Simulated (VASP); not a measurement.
# VO2 (P4_2/mnm) in VASP: a series of runs, part 2 of 3

VASP 6.6.1.

### Step 3. Single point, RPBE, collinear spin, ferromagnetic start

INCAR

```
ALGO = Normal
EDIFF = 1E-6
ENCUT = 600
GGA = RP
GGA_COMPAT = False
ISIF = 2
ISMEAR = -1
ISPIN = 2
LASPH = True
LCHARG = False
LMAXMIX = 4
LORBIT = 11
LREAL = False
LWAVE = False
MAGMOM = 1 1 0 0 0 0
NBANDS = 38
NELM = 200
PREC = Accurate
SIGMA = 0.1
```

KPOINTS

```
k-points
0
Gamma
  5 5 7
```

POSCAR

```
VO2
1.0
    4.5300000000      0.0000000000      0.0000000000
    0.0000000000      4.5300000000      0.0000000000
    0.0000000000      0.0000000000      2.8690000000
V O
2 4
Direct
    0.0000000000      0.0000000000      0.0000000000
    0.5000000000      0.5000000000      0.5000000000
    0.3050000000      0.3050000000      0.0000000000
    0.1950000000      0.8050000000      0.5000000000
    0.6950000000      0.6950000000      0.0000000000
    0.8050000000      0.1950000000      0.5000000000
```

Potentials or basis: VASP PAW PBE potentials, release 64 (V_sv, O).

Launch:

```sh
cat potpaw_PBE.64/V_sv/POTCAR potpaw_PBE.64/O/POTCAR > POTCAR
mpirun -np 1 vasp_std > vasp.out
```

OUTCAR:

```text
EDIFF = 1E-6
   ENCUT = 600
   GGA = RP
   ISIF = 2
   ISMEAR = -1
   ISPIN = 2
   LASPH = True
   LORBIT = 11
   LREAL = False
   NELM = 200
   PREC = Accurate

 ion  position               nearest neighbor table
   1  0.000  0.000  0.000-   4 1.90   6 1.90   4 1.90   6 1.90   5 1.95   3 1.95
   2  0.500  0.500  0.500-   3 1.90   5 1.90   3 1.90   5 1.90   4 1.95   6 1.95
   3  0.305  0.305  0.000-   2 1.90   2 1.90   1 1.95
   4  0.195  0.805  0.500-   1 1.90   1 1.90   2 1.95
   5  0.695  0.695  0.000-   2 1.90   2 1.90   1 1.95
[... 2161 lines left out ...]
 POSITION                                       TOTAL-FORCE (eV/Angst)
 -----------------------------------------------------------------------------------
      0.00000      0.00000      0.00000         0.000000      0.000000      0.000000
      2.26500      2.26500      1.43450         0.000000      0.000000      0.000000
      1.38165      1.38165      0.00000        -0.424643     -0.424643     -0.000000
      0.88335      3.64665      1.43450         0.424643     -0.424643     -0.000000
      3.14835      3.14835      0.00000         0.424643      0.424643      0.000000
      3.64665      0.88335      1.43450        -0.424643      0.424643      0.000000
 -----------------------------------------------------------------------------------
    total drift:                                0.000000      0.000000      0.000000

  FREE ENERGIE OF THE ION-ELECTRON SYSTEM (eV)
  ---------------------------------------------------
  free  energy   TOTEN  =       -49.2971632041 eV

  energy  without entropy=      -49.1812483456  energy(sigma->0) =      -49.23920577

 total charge

# of ion       s       p       d       tot
------------------------------------------
    1        2.285   6.343   2.915  11.542
    2        2.285   6.343   2.915  11.542
    3        1.575   3.498   0.000   5.073
    4        1.575   3.498   0.000   5.073
    5        1.575   3.498   0.000   5.073
    6        1.575   3.498   0.000   5.073
--------------------------------------------------
tot         10.871  26.677   5.829  43.377

 magnetization (x)

# of ion       s       p       d       tot
------------------------------------------
    1        0.014   0.012   1.034   1.060
    2        0.014   0.012   1.034   1.060
    3       -0.002  -0.057   0.000  -0.059
    4       -0.002  -0.057   0.000  -0.059
    5       -0.002  -0.057   0.000  -0.059
    6       -0.002  -0.057   0.000  -0.059
--------------------------------------------------
tot          0.019  -0.204   2.067   1.883
```

OSZICAR:

```text
N       E                     dE             d eps       ncg     rms          rms(c)
DAV:   1     0.671622752275E+03    0.67162E+03   -0.29479E+04  3656   0.161E+03
DAV:   2    -0.134767274194E+02   -0.68510E+03   -0.63840E+03  3876   0.489E+02
DAV:   3    -0.652416130365E+02   -0.51765E+02   -0.51026E+02  4100   0.146E+02
DAV:   4    -0.659127501337E+02   -0.67114E+00   -0.67025E+00  4070   0.179E+01
DAV:   5    -0.659183084159E+02   -0.55583E-02   -0.55578E-02  4010   0.172E+00    0.485E+01
DAV:   6    -0.529491425237E+02    0.12969E+02   -0.56663E+01  4200   0.733E+01    0.234E+01
DAV:   7    -0.513464535461E+02    0.16027E+01   -0.32317E+01  3688   0.600E+01    0.226E+01
DAV:   8    -0.494385744229E+02    0.19079E+01   -0.26834E+00  4016   0.170E+01    0.634E+00
DAV:   9    -0.492988761657E+02    0.13970E+00   -0.45409E-01  4348   0.678E+00    0.156E+00
DAV:  10    -0.492956987495E+02    0.31774E-02   -0.88899E-02  3990   0.256E+00    0.127E+00
DAV:  11    -0.492979541768E+02   -0.22554E-02   -0.93489E-03  4086   0.721E-01    0.526E-01
DAV:  12    -0.492971785086E+02    0.77567E-03   -0.78620E-03  3968   0.735E-01    0.122E-01
DAV:  13    -0.492972016833E+02   -0.23175E-04   -0.37034E-04  4236   0.161E-01    0.101E-01
DAV:  14    -0.492971490350E+02    0.52648E-04   -0.17300E-04  3924   0.143E-01    0.425E-02
DAV:  15    -0.492971622504E+02   -0.13215E-04   -0.27745E-05  3992   0.371E-02    0.225E-02
DAV:  16    -0.492971632041E+02   -0.95373E-06   -0.44758E-06  3626   0.196E-02
   1 F= -.49297163E+02 E0= -.49239206E+02  d E =-.115915E+00  mag=     1.9919
```

stdout:

```text
POSCAR found type information on POSCAR V O
 POSCAR found :  2 types and       6 ions
 scaLAPACK will be used
 -----------------------------------------------------------------------------
|                                                                             |
|                                                                             |
|     You enforced a specific xc type in the INCAR file but a different       |
|     I HOPE YOU KNOW WHAT YOU ARE DOING!                                     |
|                                                                             |
 -----------------------------------------------------------------------------

 LDA part: xc-table for (Slater+PW92), standard interpolation
 POSCAR, INCAR and KPOINTS ok, starting setup
 FFT: planning ... GRIDC
 FFT: planning ... GRID_SOFT
 FFT: planning ... GRID
 WAVECAR not read
 entering main loop
```

Wall time 3.4 min (1 thread of Oxide Virtual Turin-like, shared host); peak memory 0.22 GiB.

Results:

```yaml
Free_energy: -49.2972 eV
Pressure: 10.9 GPa
Largest_force: 0.601 eV/Å
Band_gap_on_the_k_mesh: zero (filled and empty bands overlap)
Net_moment: 1.99 μB per cell
Site_moments: V +1.06; O -0.06 μB
Valence_electrons_inside_the_program's_atomic_spheres: V 11.54; O 5.07
```

Forces on the atoms (eV/Å):
```
V    0.000  0.000  0.000
V    0.000  0.000  0.000
O   -0.425 -0.425  0.000
O    0.425 -0.425  0.000
O    0.425  0.425  0.000
O   -0.425  0.425  0.000
```

Levels at points of the mesh, in eV from the Fermi level:
Spin up:
| k point | band 22 | band 23 | band 24 | band 25 | band 26 | band 27 | band 28 | band 29 | band 30 | band 31 |
| --- | --- | --- | --- | --- | --- | --- | --- | --- | --- | --- |
| (0.00, 0.00, 0.00) | -1.93 | -1.93 | -1.64 | -0.93 | -0.54 | -0.42 | -0.42 | -0.22 | 1.78 | 1.86 |
Spin down:
```
           k point  band 20  band 21  band 22  band 23  band 24  band 25  band 26  band 27  band 28  band 29
(0.00, 0.00, 0.00)    -3.64    -2.28    -2.04    -2.04    -1.64     0.29     0.50     0.93     0.96     0.96
```

Caveat: the cell stands under pressure; the PAW data sets were made with another functional, which shifts forces and pressure a little; semilocal functionals often make such compounds metallic where correlation or magnetic order opens a gap, which also shifts bond lengths. With open d or f shells a metallic result of RPBE can be an artefact of self-interaction; +U or a hybrid may open a gap.

(Continued in part 3 of 3.)
